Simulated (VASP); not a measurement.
NaB2: density of states with PBE

NaB2:

```
CELL_PARAMETERS angstrom
2.66403 0.00000 0.00000
-1.33201 2.30712 0.00000
0.00000 0.00000 12.08031
ATOMIC_POSITIONS crystal
Na 0.00000 0.00000 0.50000
Na 0.00000 0.00000 0.00000
B 0.66667 0.33333 0.31765
B 0.33333 0.66667 0.68235
B 0.33333 0.66667 0.81765
B 0.66667 0.33333 0.18235
```

```json
{
 "Program": "VASP 6.6.1",
 "Task": "density of states",
 "Functional": "PBE",
 "Potentials or basis": "VASP PAW PBE potentials, release 64 (Na_pv, B)",
 "Cutoff": "520 eV",
 "k mesh": "18 × 18 × 4",
 "Occupations": "gaussian, width 0.1 eV",
 "Spin": "no spin polarisation",
 "Dipole correction": "no",
 "k mesh for the DOS": "27 × 27 × 6",
 "Occupations for the DOS": "tetrahedron",
 "Further INCAR settings": "ALGO = Normal; EDIFF = 1e-07; NBANDS = 22"
}
```

```json
{
  "Valence electrons inside the program's atomic spheres": "Na 6.14; B 1.62"
}
```

Levels at points of the mesh, in eV from the Fermi level:
```csv
k point,band 10,band 11,band 12,band 13,band 14,band 15,band 16,band 17
"(0.00, 0.00, 0.00)",-6.32,-4.34,-2.77,1.56,3.92,5.81,5.81,5.83
"(0.00, 0.00, 0.50)",-6.80,-3.54,-3.54,2.63,2.63,5.82,5.82,5.82
```

Wall time 5.2 min on 1 thread of Intel(R) Xeon(R) Platinum 8488C (Sapphire Rapids), on a shared host, peak memory 0.45 GiB.
